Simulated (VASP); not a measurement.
C, 2 atoms in the cell. The structure is trigonal, space group R-3m (No. 166). The conventional cell has a = 2.333 Å, b = 2.333 Å, c = 10.041 Å, α = 90.00°, β = 90.00°, γ = 120.00°. Within 1.8 Å of C (site symmetry 3m) lie 3 C at 1.35 Å.  This cell differs from its parent crystal: strain -0.050 along x and y, +0.000 along z.

```yaml
Program: VASP 6.6.1
Task: single point
Functional: PBEsol
Potentials_or_basis: VASP PAW PBE potentials, release 64 (C)
Cutoff: 520 eV
k_mesh: 15 × 15 × 15
Occupations: gaussian, width 0.05 eV
Spin: no spin polarisation
Dipole_correction: no
Further_INCAR_settings: ALGO = Normal; EDIFF = 1e-06; NBANDS = 11
```

Potentials or basis: VASP PAW PBE potentials, release 64 (C).

Launch:

```sh
$ cat potpaw_PBE.64/C/POTCAR > POTCAR
$ mpirun -np 1 vasp_std > vasp.out
```

Hardware: 1 thread of Intel Xeon 8259CL, on a shared host.

Problem. Estimate the wall time of this run.

Solution. It took 2.2 min on 1 thread of Intel Xeon 8259CL (shared host), peak memory 0.18 GiB. Counts: scf iterations 12, k points 344.
